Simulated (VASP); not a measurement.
# Co: single point with PBE

Crystal: Co.

```
Co
1.0
     0.00000    2.46263    2.46263
     2.46263    0.00000    2.46263
     2.46263    2.46263    0.00000
Co
2
Direct
  0.12500 0.12500 0.12500
  0.87500 0.87500 0.87500
```

| Item | Value |
| --- | --- |
| Program | VASP 6.6.1 |
| Task | single point |
| Functional | PBE |
| Potentials or basis | VASP PAW PBE potentials, release 64 (Co) |
| Cutoff | 520 eV |
| k mesh | 11 × 11 × 11 |
| Occupations | fermi-dirac, width 0.1 eV |
| Spin | no spin polarisation |
| Dipole correction | no |
| Further INCAR settings | ALGO = Normal; EDIFF = 1e-06; NBANDS = 16 |

```json
{
 "Pressure": "-0.9 GPa",
 "Band gap on the k mesh": "zero (band 9 reaches 6.71 eV, above the bottom of band 10 at 6.03 eV)"
}
```

Levels at points of the mesh, in eV from the Fermi level:
| k point | band 5 | band 6 | band 7 | band 8 | band 9 | band 10 | band 11 | band 12 | band 13 | band 14 |
| --- | --- | --- | --- | --- | --- | --- | --- | --- | --- | --- |
| (0.00, 0.00, 0.00) | -2.83 | -2.83 | -1.03 | -1.03 | -1.03 | 0.29 | 0.29 | 13.25 | 13.25 | 13.25 |

Wall time 16 s on 1 thread of Intel Xeon 6975P-C, on a shared host, peak memory 0.17 GiB.

Caveat: the run has no spin polarisation, though such a crystal can be magnetic. Spin polarisation is off, so any magnetic state and its effect on volume and gap are missing.
